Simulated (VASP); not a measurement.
Here is a VASP 6.6.1 calculation.

INCAR

```
SYSTEM = WC
  PREC = Accurate
  ENCUT = 520
  EDIFF = 1E-7
  ISMEAR = -1
  SIGMA = 0.15
  LREAL = Auto
  LASPH = .True.
  NELM = 60
  ALGO = Normal
  ISIF = 2
  LWAVE = .False.
  LCHARG = .False.
  GGA = PE
  NBANDS = 86
```

File KPOINTS:

```
regular mesh
0
Gamma
  2 2 1
  0 0 0
```

POSCAR

```
WC
1.0
    5.7919999199      0.0000000000      0.0000000000
   -2.8959999600      5.0160190694      0.0000000000
    0.0000000000      0.0000000000     16.2583500000
W C
8 8
Direct
    0.0000000000      0.0000000000      0.0615069000
    0.0000000000      0.0000000000      0.2387103178
    0.0000000000      0.5000000000      0.0615069000
    0.0000000000      0.5000000000      0.2387103178
    0.5000000000      0.0000000000      0.0615069000
    0.5000000000      0.0000000000      0.2387103178
    0.5000000000      0.5000000000      0.0615069000
    0.5000000000      0.5000000000      0.2387103178
    0.3333333333      0.1666666667      0.1421848080
    0.3333333333      0.1666666667      0.3075047280
    0.3333333333      0.6666666667      0.1421848080
    0.3333333333      0.6666666667      0.3075047280
    0.8333333333      0.1666666667      0.1421848080
    0.8333333333      0.1666666667      0.3075047280
    0.8333333333      0.6666666667      0.1421848080
    0.8333333333      0.6666666667      0.3075047280
```

Potentials or basis: VASP PAW PBE potentials, release 64 (W_sv, C).

Run with:

```sh
$ cat potpaw_PBE.64/W_sv/POTCAR potpaw_PBE.64/C/POTCAR > POTCAR
$ mpirun -np 1 vasp_std > vasp.out
```

(1) Predict the largest force.

(2) What does it give for the band gap on the k mesh?

Results:

(1) 0.085 eV/Å.

(2) zero (bands 72 and 73 overlap by 0.26 eV).

Caveat: the k points lie up to 0.63 Å⁻¹ apart; spin-orbit coupling is left out, which moves the levels of the heavy elements.
